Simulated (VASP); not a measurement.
Runs of VASP 6.6.1 on EuNi3. The structure is that of space group Pm-3m (No. 221), or close to it. The cells are those of the table. 

| cell | gap on the mesh (eV) | pressure (GPa) | moment (μB) |
| --- | --- | --- | --- |
| a = 3.862 Å, 4 atoms | none | (b) | 5.95 |
| a = 3.914 Å, 4 atoms | none | -0.4 | 5.95 |
| a = 3.964 Å, 4 atoms | none | -3.8 | 5.95 |
| a = 3.835 Å, 4 atoms | none | (a) | 5.94 |
| a = 3.809 Å, 4 atoms | none | 9.2 | 5.94 |

Alike in all rows: task single point; level PBE; potentials or basis VASP PAW PBE potentials, release 64 (Eu, Ni); spin collinear, ferromagnetic start; k mesh 7 × 7 × 7; cutoff (eV) 520; smearing fermi-dirac 0.05 eV.

Task: Estimate the missing entries.

Result: (a) 6.4; (b) 3.8.

Caveats: spin-orbit coupling is left out, which moves the levels of the heavy elements; without U or exact exchange the open f shell lies at the Fermi level, which spoils levels, moments and volumes.

A k mesh can miss the band edges, and the runs leave out spin-orbit coupling on Eu.

A gap of «none» marks levels without a gap at the run's occupations.
